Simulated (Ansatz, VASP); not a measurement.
# B18N17O in VASP and in Ansatz

Contents of INCAR:

```
SYSTEM = B18N17O
PREC = Accurate
ENCUT = 520
EDIFF = 1E-8
ISMEAR = -1
SIGMA = 0.01
LREAL = Auto
LASPH = .True.
NELM = 150
ALGO = Normal
ISIF = 2
LWAVE = .False.
LCHARG = .False.
ISPIN = 2
MAGMOM = 0 0 0 0 0 0 0 0 0 0 0 0 0 0 0 0 0 0 1 0 0 0 0 0 0 0 0 0 0 0 0 0 0 0 0 0
LORBIT = 11
GGA = PE
LEFG = .True.
NBANDS = 100
```

The input KPOINTS:

```
Automatic mesh
0
Gamma
  3 3 3
  0 0 0
```

Contents of POSCAR:

```
B18N17O
1.0
    7.4947200000      0.0000000000      0.0000000000
   -3.7473600000      6.4906179144      0.0000000000
    0.0000000000      0.0000000000      6.6357000000
B O N
18 1 17
Direct
    0.1111111111      0.2222222222      0.2500000000
    0.1111111111      0.5555555556      0.2500000000
    0.1111111111      0.8888888889      0.2500000000
    0.4444444444      0.2222222222      0.2500000000
    0.4444444444      0.5555555556      0.2500000000
    0.4444444444      0.8888888889      0.2500000000
    0.7777777778      0.2222222222      0.2500000000
    0.7777777778      0.5555555556      0.2500000000
    0.7777777778      0.8888888889      0.2500000000
    0.2222222222      0.1111111111      0.7500000000
    0.2222222222      0.4444444444      0.7500000000
    0.2222222222      0.7777777778      0.7500000000
    0.5555555556      0.1111111111      0.7500000000
    0.5555555556      0.4444444444      0.7500000000
    0.5555555556      0.7777777778      0.7500000000
    0.8888888889      0.1111111111      0.7500000000
    0.8888888889      0.4444444444      0.7500000000
    0.8888888889      0.7777777778      0.7500000000
    0.1111111111      0.2222222222      0.7500000000
    0.1111111111      0.5555555556      0.7500000000
    0.1111111111      0.8888888889      0.7500000000
    0.4444444444      0.2222222222      0.7500000000
    0.4444444444      0.5555555556      0.7500000000
    0.4444444444      0.8888888889      0.7500000000
    0.7777777778      0.2222222222      0.7500000000
    0.7777777778      0.5555555556      0.7500000000
    0.7777777778      0.8888888889      0.7500000000
    0.2222222222      0.1111111111      0.2500000000
    0.2222222222      0.4444444444      0.2500000000
    0.2222222222      0.7777777778      0.2500000000
    0.5555555556      0.1111111111      0.2500000000
    0.5555555556      0.4444444444      0.2500000000
    0.5555555556      0.7777777778      0.2500000000
    0.8888888889      0.1111111111      0.2500000000
    0.8888888889      0.4444444444      0.2500000000
    0.8888888889      0.7777777778      0.2500000000
```

Input for Ansatz:

```yaml
crystal:
  lattice:
    - [7.49472, 0.0, 0.0]
    - [-3.74736, 6.4906179144, 0.0]
    - [0.0, 0.0, 6.6357]
  atoms:
    - { symbol: B, position: [0.1111111111, 0.2222222222, 0.25] }
    - { symbol: B, position: [0.1111111111, 0.5555555556, 0.25] }
    - { symbol: B, position: [0.1111111111, 0.8888888889, 0.25] }
    - { symbol: B, position: [0.4444444444, 0.2222222222, 0.25] }
    - { symbol: B, position: [0.4444444444, 0.5555555556, 0.25] }
    - { symbol: B, position: [0.4444444444, 0.8888888889, 0.25] }
    - { symbol: B, position: [0.7777777778, 0.2222222222, 0.25] }
    - { symbol: B, position: [0.7777777778, 0.5555555556, 0.25] }
    - { symbol: B, position: [0.7777777778, 0.8888888889, 0.25] }
    - { symbol: B, position: [0.2222222222, 0.1111111111, 0.75] }
    - { symbol: B, position: [0.2222222222, 0.4444444444, 0.75] }
    - { symbol: B, position: [0.2222222222, 0.7777777778, 0.75] }
    - { symbol: B, position: [0.5555555556, 0.1111111111, 0.75] }
    - { symbol: B, position: [0.5555555556, 0.4444444444, 0.75] }
    - { symbol: B, position: [0.5555555556, 0.7777777778, 0.75] }
    - { symbol: B, position: [0.8888888889, 0.1111111111, 0.75] }
    - { symbol: B, position: [0.8888888889, 0.4444444444, 0.75] }
    - { symbol: B, position: [0.8888888889, 0.7777777778, 0.75] }
    - { symbol: O, position: [0.1111111111, 0.2222222222, 0.75], spin: 1.0 }
    - { symbol: "N", position: [0.1111111111, 0.5555555556, 0.75] }
    - { symbol: "N", position: [0.1111111111, 0.8888888889, 0.75] }
    - { symbol: "N", position: [0.4444444444, 0.2222222222, 0.75] }
    - { symbol: "N", position: [0.4444444444, 0.5555555556, 0.75] }
    - { symbol: "N", position: [0.4444444444, 0.8888888889, 0.75] }
    - { symbol: "N", position: [0.7777777778, 0.2222222222, 0.75] }
    - { symbol: "N", position: [0.7777777778, 0.5555555556, 0.75] }
    - { symbol: "N", position: [0.7777777778, 0.8888888889, 0.75] }
    - { symbol: "N", position: [0.2222222222, 0.1111111111, 0.25] }
    - { symbol: "N", position: [0.2222222222, 0.4444444444, 0.25] }
    - { symbol: "N", position: [0.2222222222, 0.7777777778, 0.25] }
    - { symbol: "N", position: [0.5555555556, 0.1111111111, 0.25] }
    - { symbol: "N", position: [0.5555555556, 0.4444444444, 0.25] }
    - { symbol: "N", position: [0.5555555556, 0.7777777778, 0.25] }
    - { symbol: "N", position: [0.8888888889, 0.1111111111, 0.25] }
    - { symbol: "N", position: [0.8888888889, 0.4444444444, 0.25] }
    - { symbol: "N", position: [0.8888888889, 0.7777777778, 0.25] }
magnetization:
  spin_polarized: true
kpoints:
  mp_grid: { grid: [3, 3, 3] }
scf:
  occupations: { method: fermi_dirac, width: 0.01 }
  mixing: { algorithm: broyden, beta: 0.2, ndim: 2 }
hamiltonian:
  xc: pbe
  pseudopotentials: { kind: paw }
output:
  forces: true
  stress: true
  populations: true
  efg:
    quadrupole_moments_barn: { B: 0.04059, O: -0.02558, "N": 0.02044 }
    contact_densities: true
```

Alike in both runs: task electric field gradients; functional PBE; k mesh 3 × 3 × 3; occupations fermi-dirac, width 0.01 eV; collinear spin.

|  | VASP | Ansatz |
| --- | --- | --- |
| version | VASP 6.6.1 | Ansatz 0.2.0 |
| potentials or method | VASP PAW PBE potentials, release 64 (B, O, N) | plane-wave PAW, scalar-relativistic |
| plane-wave cutoff (eV) | 520 | 420 |
| valence electrons in the cell | 145 | 145 |

```csv
,VASP,Ansatz,Ansatz less VASP
pressure (GPa),4.8,4.7,-0.06
"traceless stress, the component that is largest in VASP (GPa)",-2.54,-2.33,+0.217
rms of the force components (eV/Å),0.472,0.469,-0.0030
net moment per atom (μB),0.02,0.01,0.000
size of the moment on the site where the two differ most (μB),0.04,0.02,-0.020
size of Vzz on the site where it differs most (V/Å²),34.4,27.4,-6.93
```

Site moments also hang on the region over which each program counts them. Atom by atom the forces differ by 0.004 eV/Å (rms over components). Ansatz's warnings: stability check not made.
